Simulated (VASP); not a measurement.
# Zn (C2/m) in VASP: a series of runs, part 3 of 3

VASP 6.6.1. The steps go on from the part before.

### 6 Electric field gradients, LDA (shortest bond scaled by 0.64)

Contents of INCAR:

```
PREC = Accurate
ENCUT = 520
EDIFF = 1E-8
ISMEAR = -1
SIGMA = 0.05
LREAL = False
LASPH = True
NELM = 60
ALGO = Normal
ISIF = 2
LWAVE = False
LCHARG = False
GGA = CA
LEFG = True
NBANDS = 19
```

Contents of KPOINTS:

```
regular mesh
0
Gamma
  12 12 7
```

Contents of POSCAR:

```
Zn
1.0
    2.7850770257      0.0000000000      0.0000000000
   -1.3925385129      2.4119474558      0.0000000000
    0.0000000000      0.0000000000      4.5118247817
Zn
2
Direct
    0.2133333333      0.6066666667      0.1600000000
    0.7866666667      0.3933333333      0.8400000000
```

Potentials or basis: VASP PAW LDA potentials, release 64 (Zn).

Command:

```sh
cat potpaw_LDA.64/Zn/POTCAR > POTCAR
mpirun -np 1 vasp_std > vasp.out
```

OUTCAR:

```text
PREC = Accurate
   ENCUT = 520
   EDIFF = 1E-8
   ISMEAR = -1
   LREAL = False
   LASPH = True
   NELM = 60
   ISIF = 2
   GGA = CA

 ion  position               nearest neighbor table
   1  0.213  0.607  0.160-   2 1.77   2 2.44   2 2.44
   2  0.787  0.393  0.840-   1 1.77   1 2.44   1 2.44

  LATTYP: Found a hexagonal cell.
 ALAT       =     2.7850770257
 C/A-ratio  =     1.6200000000

  Lattice vectors:

 A1 = (   2.7850770257,   0.0000000000,   0.0000000000)
 A2 = (  -1.3925385129,   2.4119474558,   0.0000000000)
 A3 = (   0.0000000000,   0.0000000000,   4.5118247817)

Analysis of symmetry for initial positions (statically):
[... 739 lines left out ...]

  energy  without entropy=       -0.2148508823  energy(sigma->0) =       -0.21663997

 Electric field gradients (V/A^2)
---------------------------------------------------------------------
 ion       V_xx      V_yy      V_zz      V_xy      V_xz      V_yz
---------------------------------------------------------------------
   1      -9.038    24.156   -15.117   -28.750   -29.883   -17.253
   2      -9.038    24.156   -15.117   -28.750   -29.883   -17.253
---------------------------------------------------------------------

 Electric field gradients after diagonalization (V/A^2)
 (convention: |V_zz| > |V_xx| > |V_yy|)
----------------------------------------------------------------------
 ion       V_xx      V_yy      V_zz     asymmetry (V_yy - V_xx)/ V_zz
----------------------------------------------------------------------
   1      40.755    14.527   -55.282       0.474
   2      40.755    14.527   -55.282       0.474
----------------------------------------------------------------------

           NMR quadrupolar parameters

 Cq : quadrupolar parameter    Cq=e*Q*V_zz/h
 eta: asymmetry parameters     (V_yy - V_xx)/ V_zz
 Q  : nuclear electric quadrupole moment in mb (millibarn)
----------------------------------------------------------------------
 ion       Cq(MHz)       eta       Q (mb)
----------------------------------------------------------------------
   1      -0.134       0.474       1.000
   2      -0.134       0.474       1.000
----------------------------------------------------------------------
```

OSZICAR:

```text
N       E                     dE             d eps       ncg     rms          rms(c)
DAV:   1     0.120319319484E+03    0.12032E+03   -0.12502E+04 10817   0.202E+03
DAV:   2     0.580823992939E+01   -0.11451E+03   -0.11113E+03 10608   0.306E+02
DAV:   3    -0.562715719179E+00   -0.63710E+01   -0.63423E+01 11653   0.786E+01
DAV:   4    -0.610077136133E+00   -0.47361E-01   -0.47351E-01 11400   0.694E+00
DAV:   5    -0.610156819700E+00   -0.79684E-04   -0.79683E-04 11291   0.266E-01    0.104E+01
DAV:   6    -0.290451495367E+00    0.31971E+00   -0.61866E-01 13489   0.171E+01    0.629E+00
DAV:   7    -0.225675101689E+00    0.64776E-01   -0.10599E-01 11000   0.285E+00    0.155E+00
DAV:   8    -0.219188047756E+00    0.64871E-02   -0.56024E-03 13019   0.104E+00    0.241E-01
DAV:   9    -0.218415624653E+00    0.77242E-03   -0.24509E-03 11174   0.361E-01    0.232E-02
DAV:  10    -0.218429149522E+00   -0.13525E-04   -0.13301E-04 11114   0.115E-01    0.124E-02
DAV:  11    -0.218429183926E+00   -0.34404E-07   -0.58186E-06 12828   0.534E-02    0.280E-03
DAV:  12    -0.218429066209E+00    0.11772E-06   -0.13026E-06 12430   0.189E-02    0.114E-03
DAV:  13    -0.218429063800E+00    0.24088E-08   -0.26255E-08 10488   0.135E-03
   1 F= -.21842906E+00 E0= -.21663997E+00  d E =-.357818E-02
```

stdout:

```text
POSCAR found type information on POSCAR Zn
 POSCAR found :  1 types and       2 ions
 scaLAPACK will be used
 LDA part: xc-table for (Slater(with rela. corr.)+CA(PZ))
 , standard interpolation
 POSCAR, INCAR and KPOINTS ok, starting setup
 FFT: planning ... GRIDC
 FFT: planning ... GRID_SOFT
 FFT: planning ... GRID
 WAVECAR not read
 entering main loop
ion   1
     0.0000468    -0.5812019     0.3079171     0.5673972     0.5333280    -0.3355571
     0.0000645    -0.5812019     0.3079171     0.5673973     0.5333280    -0.3355571
     0.0000888    -0.5812018     0.3079171     0.5673973     0.5333280    -0.3355570
     0.0001223    -0.5812018     0.3079171     0.5673973     0.5333281    -0.3355570

     0.0000468    28.2078818    18.4762808    15.1817272    32.0018571    16.2858281
     0.0000645    28.2073270    18.4759734    15.1814841    32.0013247    16.2855078
     0.0000888    28.2064179    18.4754737    15.1810899    32.0004592    16.2849829
     0.0001223    28.2049356    18.4746656    15.1804537    31.9990595    16.2841271

ion   2
     0.0000468    -0.5812019     0.3079171     0.5673972     0.5333280    -0.3355571
     0.0000645    -0.5812019     0.3079171     0.5673973     0.5333280    -0.3355571
     0.0000888    -0.5812018     0.3079171     0.5673973     0.5333280    -0.3355570
     0.0001223    -0.5812018     0.3079171     0.5673973     0.5333281    -0.3355570

     0.0000468    28.2078818    18.4762808    15.1817272    32.0018571    16.2858281
     0.0000645    28.2073270    18.4759734    15.1814841    32.0013247    16.2855078
     0.0000888    28.2064179    18.4754737    15.1810899    32.0004592    16.2849829
     0.0001223    28.2049356    18.4746656    15.1804537    31.9990595    16.2841271
```

Run time: 55 s. Hardware: 1 thread of Intel Xeon Platinum 8559C (Emerald Rapids), shared host; peak memory 0.23 GiB.

What came out:

- Free energy: -0.2184 eV
- Pressure: 42.8 GPa
- Largest force: 14.153 eV/Å
- Band gap on the k mesh: zero (bands 12 and 13 overlap by 3.07 eV)
- Largest electric field gradient by atom: Zn -55.3 V/Å²

Forces on the atoms (eV/Å):
```
Zn    6.366   3.676  12.095
Zn   -6.366  -3.676 -12.095
```

Electric field gradients, principal values (V/Å²):
| atom | least | middle | greatest (by size) |
| --- | --- | --- | --- |
| 1 Zn | 14.527 | 40.755 | -55.282 |
| 2 Zn | 14.527 | 40.755 | -55.282 |

Caveat: the cell differs from its parent crystal (shortest bond scaled by 0.64); the stress differs along the axes, from 14 to 82 GPa; without QUAD_EFG the Cq values of the log hold for a quadrupole moment of 1 mb, not for the nuclei; forces of over 1 eV/Å act on the atoms, so gaps and moduli don't describe the material at rest.

### 7 Overview

| cell | gap on the mesh (eV) | pressure (GPa) | largest force (eV/Å) |
| --- | --- | --- | --- |
| as given, shortest bond scaled by 0.82 | none | -1.2 | 1.94 |
| as given, shortest bond scaled by 0.76 | none | 7.0 | 3.79 |
| as given, shortest bond scaled by 0.7 | none | 20.7 | 7.36 |
| as given, shortest bond scaled by 0.64 | none | 42.8 | 14.15 |

Some of these runs hold the atoms at other places in the same cell, which the table doesn't show; runs alike in all that it shows share one row.

Alike in all rows: task electric field gradients; level LDA; potentials or basis VASP PAW LDA potentials, release 64 (Zn); no spin polarisation; k mesh 12 × 12 × 7; cutoff (eV) 520; smearing fermi-dirac 0.05 eV.

Caveats: forces of over 1 eV/Å act on the atoms, so gaps and moduli don't describe the material at rest; the stress differs along the axes, from -3 to 3 GPa (at least some runs); the stress differs along the axes, from 0 to 17 GPa (at least some runs); the stress differs along the axes, from 6 to 41 GPa (at least some runs); the stress differs along the axes, from 14 to 82 GPa (at least some runs).

Total energies depend on the potentials used, so only differences within one code and one set of settings carry meaning.
